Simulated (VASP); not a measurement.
# AlN (P6_3mc) in VASP: single point with b88 exchange, lda correlation

Aim: the single point of AlN with b88 exchange, lda correlation.

All numbers are computed with VASP 6.6.1; they aren't measurements. Logs are shortened: lines on timing, memory, paths and dates and some standing lists are left out, and cuts for length are marked.

## (1) The cell of the first run

It takes space group P6_3mc (No. 186, hexagonal). Conventional cell: a = 3.113 Å, b = 3.113 Å, c = 4.981 Å, α = 90.00°, β = 90.00°, γ = 120.00°. Within 2.5 Å of Al (site symmetry 3m) lie 4 N at 1.89 Å. Within 2.5 Å of N (site symmetry 3m) lie 4 Al at 1.89 Å.

## (2) Single point, b88 exchange, lda correlation

Contents of INCAR:

```
PREC = Accurate ; ENCUT = 600
EDIFF = 1E-6 ; ISMEAR = 0
SIGMA = 0.01 ; LREAL = False
LASPH = True ; NELM = 120
ALGO = Normal ; ISIF = 2
LWAVE = False ; LCHARG = False
GGA = LIBXC ; LIBXC1 = GGA_X_B88
LIBXC2 = LDA_C_PW ; NBANDS = 16
GGA_COMPAT = False
```

Contents of KPOINTS:

```
Automatic mesh
0
Gamma
  9 9 5
```

Contents of POSCAR:

```
AlN
1.0
    3.1130000000      0.0000000000      0.0000000000
   -1.5565000000      2.6959370000      0.0000000000
    0.0000000000      0.0000000000      4.9810000000
Al N
2 2
Direct
    0.3333333333      0.6666666667      0.0000000000
    0.6666666667      0.3333333333      0.5000000000
    0.3333333333      0.6666666667      0.3800000000
    0.6666666667      0.3333333333      0.8800000000
```

Potentials or basis: VASP PAW PBE potentials, release 64 (Al, N).

On the command line:

```console
cat potpaw_PBE.64/Al/POTCAR potpaw_PBE.64/N/POTCAR > POTCAR
mpirun -np 1 vasp_std > vasp.out
```

OUTCAR:

```text
PREC = Accurate
   ENCUT = 600
   EDIFF = 1E-6
   ISMEAR = 0
   LREAL = False
   LASPH = True
   NELM = 120
   ISIF = 2
   GGA = LIBXC

 ion  position               nearest neighbor table
   1  0.333  0.667  0.000-   3 1.89   4 1.89   4 1.89   4 1.89   2 3.07   2 3.07   2 3.07   2 3.07
                             2 3.07   2 3.07
   2  0.667  0.333  0.500-   4 1.89   3 1.89   3 1.89   3 1.89   1 3.07   1 3.07   1 3.07   1 3.07
                             1 3.07   1 3.07
   3  0.333  0.667  0.380-   1 1.89   2 1.89   2 1.89   2 1.89
   4  0.667  0.333  0.880-   2 1.89   1 1.89   1 1.89   1 1.89

  LATTYP: Found a hexagonal cell.
 ALAT       =     3.1130000000
 C/A-ratio  =     1.6000642467

  Lattice vectors:

 A1 = (   3.1130000000,   0.0000000000,   0.0000000000)
 A2 = (  -1.5565000000,   2.6959370000,   0.0000000000)
 A3 = (   0.0000000000,   0.0000000000,   4.9810000000)

Analysis of symmetry for initial positions (statically):
=====================================================================
 Subroutine PRICEL returns:
 Original cell was already a primitive cell.

 Routine SETGRP: Setting up the symmetry group for a
 hexagonal supercell.

 Subroutine GETGRP returns: Found 12 space group operations
 (whereof  6 operations were pure point group operations)
 out of a pool of 24 trial point group operations.

The static configuration has the point symmetry C_3v.
 The point group associated with its full space group is C_6v.

Analysis of symmetry for dynamics (positions and initial velocities):
=====================================================================
 Subroutine PRICEL returns:
 Original cell was already a primitive cell.

 Routine SETGRP: Setting up the symmetry group for a
 hexagonal supercell.

 Subroutine GETGRP returns: Found 12 space group operations
 (whereof  6 operations were pure point group operations)
 out of a pool of 24 trial point group operations.

The dynamic configuration has the point symmetry C_3v.
 The point group associated with its full space group is C_6v.

 Subroutine INISYM returns: Found 12 space group operations
 (whereof  6 operations are pure point group operations),
 and found     1 'primitive' translations

----------------------------------------------------------------------------------------

                                     Primitive cell

  volume of cell :      41.8028

  direct lattice vectors                    reciprocal lattice vectors
     3.113000000  0.000000000  0.000000000     0.321233537  0.185464275  0.000000000
    -1.556500000  2.695937000  0.000000000     0.000000000  0.370928549  0.000000000
     0.000000000  0.000000000  4.981000000     0.000000000  0.000000000  0.200762899

  length of vectors
     3.113000000  3.112999929  4.981000000     0.370928541  0.370928549  0.200762899

  position of ions in fractional coordinates (direct lattice)
     0.333333333  0.666666667  0.000000000
     0.666666667  0.333333333  0.500000000
     0.333333333  0.666666667  0.380000000
     0.666666667  0.333333333  0.880000000

  ion indices of the primitive-cell ions
   primitive index   ion index
                 1           1
                 2           2
                 3           3
                 4           4

----------------------------------------------------------------------------------------

 KPOINTS: Automatic mesh

Automatic generation of k-mesh.
 Grid dimensions read from file:
 generate k-points for:    9    9    5

 Generating k-lattice:

  Cartesian coordinates                     Fractional coordinates (reciprocal lattice)
     0.035692615  0.020607142  0.000000000     0.111111111 -0.000000000  0.000000000
     0.000000000  0.041214283  0.000000000     0.000000000  0.111111111  0.000000000
     0.000000000  0.000000000  0.040152580     0.000000000  0.000000000  0.200000000

  Length of vectors
     0.041214282  0.041214283  0.040152580

  Shift w.r.t. Gamma in fractional coordinates (k-lattice)
     0.000000000  0.000000000  0.000000000

 Subroutine IBZKPT returns following result:
 ===========================================

 Found     36 irreducible k-points:

 Following reciprocal coordinates:
            Coordinates               Weight
  0.000000  0.000000  0.000000      1.000000
  0.111111  0.000000  0.000000      6.000000
  0.222222  0.000000  0.000000      6.000000
  0.333333  0.000000  0.000000      6.000000
  0.444444  0.000000  0.000000      6.000000
  0.111111  0.111111  0.000000      6.000000
[... 16 lines left out ...]
  0.333333  0.222222  0.200000     24.000000
  0.333333  0.333333  0.200000      4.000000
 [... further k-points ...]
   k-points           NKPTS =     36   k-points in BZ     NKDIM =     36   number of bands    NBANDS=     16
   number of dos      NEDOS =    301   number of ions     NIONS =      4
   total plane-waves  NPLWV =  31360
   dimension x,y,z NGX =    28 NGY =   28 NGZ =   40
   dimension x,y,z NGXF=    56 NGYF=   56 NGZF=   80
   ions per type =               2   2
   NGX,Y,Z   is equivalent  to a cutoff of  14.95, 14.95, 13.35 a.u.
   NGXF,Y,Z  is equivalent  to a cutoff of  29.91, 29.91, 26.70 a.u.
 SYSTEM =  unknown system
   PREC   = accura    normal or accurate (medium, high low for compatibility)
   ISTART =      0    job   : 0-new  1-cont  2-samecut
   ICHARG =      2    charge: 1-file 2-atom 10-const
   ISPIN  =      1    spin polarized calculation?
   LNONCOLLINEAR =      F non collinear calculations
   LSORBIT =      F    spin-orbit coupling
   LASPH  =      T    aspherical Exc in radial PAW
   ENCUT  =  600.0 eV  44.10 Ry    6.64 a.u.   6.22  6.22  9.95*2*pi/ulx,y,z
   NELM   =    120;   NELMIN=  2; NELMDL= -5     # of ELM steps
   EDIFF  = 0.1E-05   stopping-criterion for ELM
   LREAL  =      F    real-space projection
   EDIFFG = 0.1E-04   stopping-criterion for IOM
   NSW    =      0    number of steps for IOM
   IBRION =     -1    ionic relax: 0-MD 1-quasi-New 2-CG
   NFREE  =      0    steps in history (QN), initial steepest desc. (CG)
   ISIF   =      2    stress and relaxation
   ISYM   =      2    0-nonsym 1-usesym 2-fastsym
   POTIM  = 0.5000    time-step for ionic-motion
   TEBEG  =    0.0;   TEEND  =   0.0 temperature during run
   PSTRESS=    0.0 pullay stress
   NELECT =      16.0000    total number of electrons
   NUPDOWN=      -1.0000    fix difference up-down
   EMIN   =  10.00;   EMAX   =-10.00  energy-range for DOS
   EFERMI =   0.00;   METHOD = LEGACY
   ISMEAR =     0;   SIGMA  =   0.01  broadening in eV -4-tet -1-fermi 0-gaus
   EFERMI_NEDOS =   21; number of points for ismear=-14 and -15
   IALGO  =     38    algorithm
   IMIX   =      4    mixing-type and parameters
     AMIX     =   0.40;   BMIX     =  1.00
     AMIX_MAG =   1.60;   BMIX_MAG =  1.00
  volume/ion in A,a.u.               =      10.45        70.52
  Fermi-wavevector in a.u.,A,eV,Ry     =   1.188629  2.246183 19.222843  1.412839
  Thomas-Fermi vector in A             =   2.324754
   LORBIT       =      0    0 simple, 1 ext, 2 COOP (PROOUT), +10 PAW based schemes
   GGA     = LIBXC    functional components
   LHFCALC =     F    Hartree Fock is set to
   AEXX    =    0.0000 exact exchange contribution
   IVDW    =     0    specifies the selected vdW correction
   LEPSILON=     F    determine dielectric tensor
   LRPA    =     F    only Hartree local field effects (RPA)
 non-spin polarized calculation
 Gauss-broadening in eV      SIGMA  =   0.01
  energy-cutoff  :      600.00
  volume of cell :       41.80
 maximum number of plane-waves:      1418
 NGX is ok and might be reduce to    28
   NGX = 13   NGY = 13   NGZ = 19

 number of electron      16.0000000 magnetization

 Free energy of the ion-electron system (eV)
  ---------------------------------------------------
  ext. energy  EPLUGINS =         0.00000000
  ---------------------------------------------------
  free energy    TOTEN  =       -26.87007069 eV

  energy without entropy =      -26.87007069  energy(sigma->0) =      -26.87007069

 E-fermi :   6.1129     XC(G=0): -10.6184

 val. band max:        6.0528949616   @ k =   0.0000   0.0000   0.0000
 cond. band min:      10.7148800788   @ k =   0.0000   0.0000   0.0000
 fundamental gap:      4.6619851172
 Fermi energy:         6.1128855342

 k-point     1 :       0.0000    0.0000    0.0000
  band No.  band energies     occupation
      1      -8.9895      2.00000
      2      -6.9127      2.00000
      3       0.2960      2.00000
      4       5.2370      2.00000
      5       5.2370      2.00000
      6       5.8764      2.00000
[... 8 lines left out ...]
     15      19.4056      0.00000
     16      19.4056      0.00000

 k-point     2 :       0.1111    0.0000    0.0000
  band No.  band energies     occupation
      1      -8.8369      2.00000
      2      -6.8278      2.00000
      3       0.4770      2.00000
      4       4.5693      2.00000
      5       5.0476      2.00000
      6       5.2407      2.00000
[... 8 lines left out ...]
     15      19.3661      0.00000
     16      19.4467      0.00000

 k-point     3 :       0.2222    0.0000    0.0000
  band No.  band energies     occupation
      1      -8.4048      2.00000
      2      -6.6156      2.00000
      3       1.0010      2.00000
      4       3.1330      2.00000
      5       4.0251      2.00000
      6       4.6551      2.00000
[... 8 lines left out ...]
     15      18.4741      0.00000
     16      19.3064      0.00000

 k-point     4 :       0.3333    0.0000    0.0000
  band No.  band energies     occupation
      1      -7.7852      2.00000
      2      -6.4116      2.00000
      3       1.7133      2.00000
      4       1.8380      2.00000
      5       2.8718      2.00000
      6       4.2875      2.00000
[... 8 lines left out ...]
     15      18.4319      0.00000
     16      20.7249      0.00000
[... 324 lines left out ...]
 k-point    22 :       0.2222    0.2222    0.2000
  band No.  band energies     occupation
      1      -7.3624      2.00000
      2      -6.4593      2.00000
      3       1.5515      2.00000
      4       1.8710      2.00000
      5       3.2880      2.00000
      6       3.4650      2.00000
[... 8 lines left out ...]
     15      18.5922      0.00000
     16      21.2411      0.00000

 k-point    23 :       0.3333    0.2222    0.2000
  band No.  band energies     occupation
      1      -6.8765      2.00000
      2      -6.4301      2.00000
      3       1.2371      2.00000
      4       1.8056      2.00000
      5       2.6642      2.00000
      6       3.7880      2.00000
[... 8 lines left out ...]
     15      19.2221      0.00000
     16      21.1978      0.00000

 k-point    24 :       0.3333    0.3333    0.2000
  band No.  band energies     occupation
      1      -6.5620      2.00000
      2      -6.5620      2.00000
      3       1.6402      2.00000
      4       1.9168      2.00000
      5       1.9168      2.00000
      6       3.4188      2.00000
[... 8 lines left out ...]
     15      19.5573      0.00000
     16      21.4999      0.00000

 [... further k-points ...]
[... 5 lines left out ...]
  --------------------------------------------------------------------------------------
  -------------------------------------------------------------------------------------
  Total        2.0244531      2.0244530      2.5891924      0.0000000      0.0000000      0.0000000
  in kB       77.5912776     77.5912729     99.2360568      0.0000000      0.0000000      0.0000000
  external PRESSURE =      84.8062024 kB  Pullay stress =       0.0000000 kB

 VOLUME and BASIS-vectors are now :
 -----------------------------------------------------------------------------
  energy-cutoff  :      600.00
  volume of cell :       41.80
      direct lattice vectors                 reciprocal lattice vectors
     3.113000000  0.000000000  0.000000000     0.321233537  0.185464275  0.000000000
    -1.556500000  2.695937000  0.000000000     0.000000000  0.370928549  0.000000000
     0.000000000  0.000000000  4.981000000     0.000000000  0.000000000  0.200762899

 POSITION                                       TOTAL-FORCE (eV/Angst)
 -----------------------------------------------------------------------------------
     -0.00000      1.79729      0.00000         0.000000      0.000000     -0.113529
      1.55650      0.89865      2.49050        -0.000000     -0.000000     -0.113529
     -0.00000      1.79729      1.89278        -0.000000      0.000000      0.113529
      1.55650      0.89865      4.38328         0.000000     -0.000000      0.113529
 -----------------------------------------------------------------------------------
    total drift:                               -0.000000      0.000000      0.000270

  FREE ENERGIE OF THE ION-ELECTRON SYSTEM (eV)
  ---------------------------------------------------
  free  energy   TOTEN  =       -26.8700706910 eV

  energy  without entropy=      -26.8700706910  energy(sigma->0) =      -26.87007069
```

Run time: 29 s. Hardware: 1 thread of Intel Xeon Platinum 8488C (Sapphire Rapids), shared host; peak memory 0.18 GiB.

What came out:

```
Free energy            : -26.8701 eV
Pressure               : 8.5 GPa
Largest force          : 0.114 eV/Å
Band gap on the k mesh : 4.66 eV
```

Forces on the atoms (eV/Å):
```
Al   0.000  0.000 -0.114
Al   0.000  0.000 -0.114
N    0.000  0.000  0.114
N    0.000  0.000  0.114
```

Levels at points of the mesh, in eV from the valence-band top:
| k point | band 5 | band 6 | band 7 | band 8 | band 9 | band 10 | band 11 | band 12 |
| --- | --- | --- | --- | --- | --- | --- | --- | --- |
| (0.00, 0.00, 0.00) | -0.82 | -0.18 | -0.18 | 0.00 | 4.66 | 7.01 | 11.00 | 11.43 |

Caveat: the cell stands under pressure; the PAW data sets were made with another functional, which shifts forces and pressure a little.
